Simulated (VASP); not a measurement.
Here is a VASP 6.6.1 calculation.

Contents of INCAR:

```
SYSTEM = Zr
PREC = Accurate
ENCUT = 500
EDIFF = 1E-7
ISMEAR = -1
SIGMA = 0.05
LREAL = .FALSE.
LASPH = .TRUE.
NELM = 120
ALGO = Normal
ISIF = 3
LWAVE = .FALSE.
LCHARG = .FALSE.
GGA = CA
IBRION = 2
NSW = 60
EDIFFG = -0.01
PSTRESS = 300.0
GGA_COMPAT = .FALSE.
NELMIN = 4
```

Contents of KPOINTS:

```
Automatic mesh
0
G
  11 11 11
  0 0 0
```

The input POSCAR:

```
Zr
1.0
    0.0000000000      3.1150000000      3.1150000000
    3.1150000000      0.0000000000      3.1150000000
    3.1150000000      3.1150000000      0.0000000000
Zr
2
Direct
    1.0000000000      1.0000000000      1.0000000000
    0.2500000000      0.2500000000      0.2500000000
```

Potentials or basis: VASP PAW LDA potentials, release 64 (Zr_sv).

Launch:

```bash
$ cat potpaw_LDA.64/Zr_sv/POTCAR > POTCAR
$ mpirun -np 1 vasp_std > vasp.out
```

Task: What does it give for the relaxed cell?

Result: a = 3.816 Å, b = 3.816 Å, c = 3.816 Å, α = 60.00°, β = 60.00°, γ = 60.00°.

Task: Predict the space group after relaxing (to 0.1 Å).

Result: Fd-3m (No. 227).

The path:
```
step  energy change (eV)  largest force (eV/Å)  pressure (GPa)  volume (Å³)
   1              0.0000                0.0000           -3.12        60.45
   2             19.7795                0.0000          503.16        20.61
   3             -0.0104                0.0000            3.34        51.61
   4              0.1760                0.0000            9.75        46.73
   5              1.3212                0.0000           36.96        37.87
   6              0.9520                0.0000           28.27        39.70
   7              1.0213                0.0000           29.88        39.32
   8              1.0907                0.0000           31.51        38.95
   9              0.9203                0.0000           27.54        39.88
  10              1.0259                0.0000           29.98        39.29
```

Caveat: the cell is relaxed towards a set pressure, so the run minimises the enthalpy, not the energy; the volume moved by over 15 % at a fixed basis, so the end points are rough.
